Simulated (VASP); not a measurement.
Set up this calculation in VASP 6.6.1, as the native input.

- Task: single point
- Functional: PBE
- Potentials or basis: VASP PAW PBE potentials, release 64 (Li_sv, F)
- Cutoff: 520 eV
- k mesh: 9 × 9 × 6
- Occupations: gaussian, width 0.05 eV
- Spin: no spin polarisation
- Dipole correction: no
- Further INCAR settings: ALGO = Normal; EDIFF = 1e-07; NBANDS = 18

The structure of LiF lies in POSCAR:

```
LiF
1.0
    3.2140071864      0.0000000000      0.0000000000
   -1.6070035932      2.7834118714      0.0000000000
    0.0000000000      0.0000000000      4.6368481678
Li F
2 2
Direct
    0.3333333333      0.6666666667      0.3912714954
    0.6666666667      0.3333333333      0.8912714954
    0.3333333333      0.6666666667      0.9939266766
    0.6666666667      0.3333333333      0.4939266766
```

This cell differs from its parent crystal: c/a of the conventional cell at fixed volume 1.4427.

The input as run:

INCAR

```
PREC = Accurate
ENCUT = 520
EDIFF = 1E-7
ISMEAR = 0
SIGMA = 0.05
LREAL = F
LASPH = T
NELM = 100
ALGO = Normal
ISIF = 2
LWAVE = F
LCHARG = F
GGA = PE
NBANDS = 18
```

KPOINTS

```
regular mesh
0
Gamma
  9 9 6
```

Potentials or basis: VASP PAW PBE potentials, release 64 (Li_sv, F).

Run with:

```bash
$ cat potpaw_PBE.64/Li_sv/POTCAR potpaw_PBE.64/F/POTCAR > POTCAR
$ mpirun -np 1 vasp_std > vasp.out
```

It gave:

| Property | Result |
| --- | --- |
| Largest force | 0.175 eV/Å |
| Band gap on the k mesh | 7.46 eV, direct |

Wall time 21 s on 1 thread of Intel(R) Xeon(R) Platinum 8488C (Sapphire Rapids), with other jobs on the host, peak memory 0.16 GiB.
